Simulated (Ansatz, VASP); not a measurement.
# KMgF3 in VASP and in Ansatz

```
K Mg F
1.0
     3.98590    0.00000    0.00000
     0.00000    3.98590    0.00000
     0.00000    0.00000    3.98590
K Mg F
1 1 3
Cartesian
  1.9929 1.9929 1.9929
  0.0000 0.0000 0.0000
  1.9929 0.3536 0.3536
  0.0000 2.3465 0.3536
  0.0000 0.3536 2.3465
```

Change from the starting cell: all F atoms moved -0.500 Å, as atom 3 towards its neighbour atom 1 (K) at 2.818 Å.

Alike in both runs: task single point; functional PBE; k mesh 6 × 6 × 6; occupations gaussian, width 0.05 eV; no spin polarisation.

```csv
,VASP,Ansatz
version,VASP 6.6.1,Ansatz 0.2.0
potentials or method,"VASP PAW PBE potentials, release 64 (K_sv, Mg, F), cutoff 520 eV","scalar-relativistic, plane waves, PAW"
valence electrons in the cell,32,40
```

VASP gave:

* gap on the k mesh at the Fermi level (eV): 7.17
* least direct gap on the mesh (eV): 7.48
* pressure (GPa): 16.1
* traceless stress, the component that is largest in VASP (GPa): -12.77
* rms of the force components (eV/Å): 2.131

Q: Estimate Ansatz's values.

A: gap on the k mesh at the Fermi level (eV): 7.19; least direct gap on the mesh (eV): 7.50; pressure (GPa): 16.0; traceless stress, the component that is largest in VASP (GPa): -12.36; rms of the force components (eV/Å): 2.063.

Atom by atom the forces differ by 0.069 eV/Å (rms over components). The functional is the same, so the differences come from potentials, cutoffs and numerics. VASP's potentials hold 32 valence electrons a cell and Ansatz's 40, so a difference there can come from the potentials and not from the codes.
